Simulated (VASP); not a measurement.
Write the native input for VASP 6.6.1 that does the following.

```yaml
Task: relaxation of cell and atoms
Functional: PBE
Potentials_or_basis: VASP PAW PBE potentials, release 64 (K_sv, F)
Cutoff: 600 eV
k_mesh: 5 × 5 × 5
Occupations: gaussian, width 0.15 eV
Spin: no spin polarisation
Dipole_correction: no
Further_INCAR_settings: ALGO = Normal; EDIFF = 1e-07; IBRION = 2; EDIFFG = -0.08; NSW = 36; ISIF = 3
```

The structure of KF lies in POSCAR:

```
KF
1.0
    0.0000000000      2.6896053000      2.6896053000
    2.6896053000      0.0000000000      2.6896053000
    2.6896053000      2.6896053000      0.0000000000
K F
1 1
Direct
    0.0000000000      0.0000000000      0.0000000000
    0.5000000000      0.5000000000      0.5000000000
```

The cell was built from a structure type or drawn by symmetry, and may not be a known phase.

One way to write it, as run:

INCAR

```
PREC = Accurate
ENCUT = 600
EDIFF = 1E-7
ISMEAR = 0
SIGMA = 0.15
LREAL = F
LASPH = T
NELM = 100
ALGO = Normal
ISIF = 3
LWAVE = F
LCHARG = F
GGA = PE
IBRION = 2
NSW = 36
EDIFFG = -0.08
```

KPOINTS

```
regular mesh
0
Gamma
  5 5 5
```

Potentials or basis: VASP PAW PBE potentials, release 64 (K_sv, F).

Launch:

```bash
$ cat potpaw_PBE.64/K_sv/POTCAR potpaw_PBE.64/F/POTCAR > POTCAR
$ mpirun -np 1 vasp_std > vasp.out
```

Results of the run:

```json
{
  "Relaxed volume": "19.70 Å³/atom",
  "Relaxed cell": "a = 3.819 Å, b = 3.819 Å, c = 3.819 Å, α = 60.00°, β = 60.00°, γ = 60.00°",
  "Space group after relaxing (to 0.1 Å)": "Fm-3m (No. 225)",
  "Energy gained by relaxing": "0.8 meV/atom",
  "Ionic steps": "2",
  "Pressure after relaxing": "0.3 GPa",
  "Band gap on the k mesh": "6.00 eV"
}
```

Wall time 7.7 s on 1 thread of AMD EPYC 9R45 96-Core Processor (Zen 5), with other jobs on the host, peak memory 0.14 GiB.
